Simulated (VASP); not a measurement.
**P: single point with RPBE**

The system is P.

```
CELL_PARAMETERS angstrom
2.38894 0.00000 0.00000
0.00000 2.38894 0.00000
0.00000 0.00000 2.38894
ATOMIC_POSITIONS crystal
P 0.00000 0.00000 0.00000
```

This cell differs from its parent crystal: volume scaled by 0.92.

- Program: VASP 6.6.1
- Task: single point
- Functional: RPBE
- Potentials or basis: VASP PAW PBE potentials, release 64 (P)
- Cutoff: 520 eV
- k mesh: 14 × 14 × 14
- Occupations: fermi-dirac, width 0.1 eV
- Spin: no spin polarisation

```
Pressure : 10.7 GPa
```

Levels at points of the mesh, in eV from the Fermi level:
| k point | band 1 | band 2 | band 3 | band 4 | band 5 | band 6 |
| --- | --- | --- | --- | --- | --- | --- |
| (0.00, 0.00, 0.00) | -17.19 | 5.42 | 5.42 | 5.42 | 6.63 | 6.63 |
| (0.50, 0.00, 0.00) | -12.52 | -9.25 | 8.55 | 8.55 | 9.32 | 14.58 |
| (0.50, 0.50, 0.00) | -7.39 | -5.60 | -5.60 | 0.57 | 11.49 | 17.24 |
| (0.50, 0.50, 0.50) | -2.26 | -2.26 | -2.26 | -0.79 | 4.41 | 4.41 |

Wall time 8 s on 1 thread of Intel(R) Xeon(R) Platinum 8259CL CPU @ 2.50GHz (Skylake/Cascade Lake) (shared host), peak memory 0.11 GiB.

Caveat: the PAW data sets were made with another functional, which shifts forces and pressure a little.
